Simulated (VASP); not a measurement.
A run of VASP 6.6.1 is set up as follows.

INCAR

```
SYSTEM = SiNi
ALGO = Normal
EDIFF = 1E-7
ENCUT = 520
GGA = PE
ISIF = 2
ISMEAR = -1
LASPH = .True.
LCHARG = .False.
LREAL = .False.
LWAVE = .False.
NBANDS = 22
NELM = 80
PREC = Accurate
SIGMA = 0.1
```

Contents of KPOINTS:

```
k-points
0
Gamma
  13 13 7
  0 0 0
```

POSCAR

```
SiNi
1.0
    2.9714960304      0.0000000000      0.0000000000
   -1.4857480152      2.5733910495      0.0000000000
    0.0000000000      0.0000000000      4.3313587205
Ni Si
2 2
Direct
    0.0000000000      0.0000000000      0.0000000000
    0.0000000000      0.0000000000      0.5000000000
    0.3333333333      0.6666666667      0.2500000000
    0.6666666667      0.3333333333      0.7500000000
```

Potentials or basis: VASP PAW PBE potentials, release 64 (Ni, Si).

Run with:

```sh
$ cat potpaw_PBE.64/Ni/POTCAR potpaw_PBE.64/Si/POTCAR > POTCAR
$ mpirun -np 1 vasp_std > vasp.out
```

(1) Estimate the band gap on the k mesh.

(2) What does it give for the pressure?

Answers

(1) zero (band 14 reaches 22.08 eV, above the bottom of band 15 at 14.70 eV).

(2) 189.9 GPa.
